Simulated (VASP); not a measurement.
Here is a VASP 6.6.1 calculation.

The input POSCAR:

```
Be
1.0
    2.2853000000      0.0000000000      0.0000000000
   -1.1426500000      1.9791300000      0.0000000000
    0.0000000000      0.0000000000      3.5842000000
Be
2
Direct
    0.3333333333      0.6666666667      0.2500000000
    0.6666666667      0.3333333333      0.7500000000
```

INCAR.step1

```
SYSTEM = Be
ALGO     = Normal         ! electronic algorithm
EDIFF    = 1E-4           ! SCF threshold, eV
ENCUT    = 520            ! plane-wave cutoff, eV
GGA      = PE             ! functional
ISMEAR   = -1             ! smearing method
LASPH    = .True.         ! aspherical terms in the spheres
LCHARG   = .False.        ! write CHGCAR
LREAL    = .False.        ! projectors in reciprocal space
LWAVE    = .True.         ! write WAVECAR
NBANDS   = 9              ! bands
NELM     = 100            ! most SCF steps
PREC     = Accurate       ! precision mode
SIGMA    = 0.15           ! smearing width, eV
```

File INCAR.step2:

```
SYSTEM = Be
ALGO     = Normal         ! electronic algorithm
EDIFF    = 1E-6           ! SCF threshold, eV
ENCUT    = 520            ! plane-wave cutoff, eV
ISIF     = 2              ! what is computed and relaxed
ISMEAR   = -1             ! smearing method
ISTART   = 1            
LASPH    = .True.         ! aspherical terms in the spheres
LCHARG   = .True.         ! write CHGCAR
LELF     = .True.         ! ELF
LMIXTAU  = .True.       
LREAL    = .False.        ! projectors in reciprocal space
LVHAR    = .True.       
LWAVE    = .False.        ! write WAVECAR
METAGGA  = R2SCAN         ! meta-GGA
NBANDS   = 9              ! bands
NELM     = 100            ! most SCF steps
PREC     = Accurate       ! precision mode
SIGMA    = 0.15           ! smearing width, eV
```

File KPOINTS:

```
k-points
0
Gamma
  14 14 8
  0 0 0
```

Potentials or basis: VASP PAW PBE potentials, release 64 (Be).

Run with:

```bash
$ cat potpaw_PBE.64/Be/POTCAR > POTCAR
$ cp INCAR.step1 INCAR
$ mpirun -np 1 vasp_std > vasp.out
$ cp INCAR.step2 INCAR
$ mpirun -np 1 vasp_std > vasp.out
```

Q: Predict the pressure.

A: -2.7 GPa.

Q: Estimate the band gap on the k mesh.

A: Zero (band 2 reaches 7.65 eV, above the bottom of band 3 at 6.85 eV).

Stress tensor (GPa, compression positive):
```
-3.04  0.00  0.00
 0.00 -3.04  0.00
 0.00  0.00 -1.97
```

Caveat: the PAW data sets were made with another functional, which shifts forces and pressure a little.
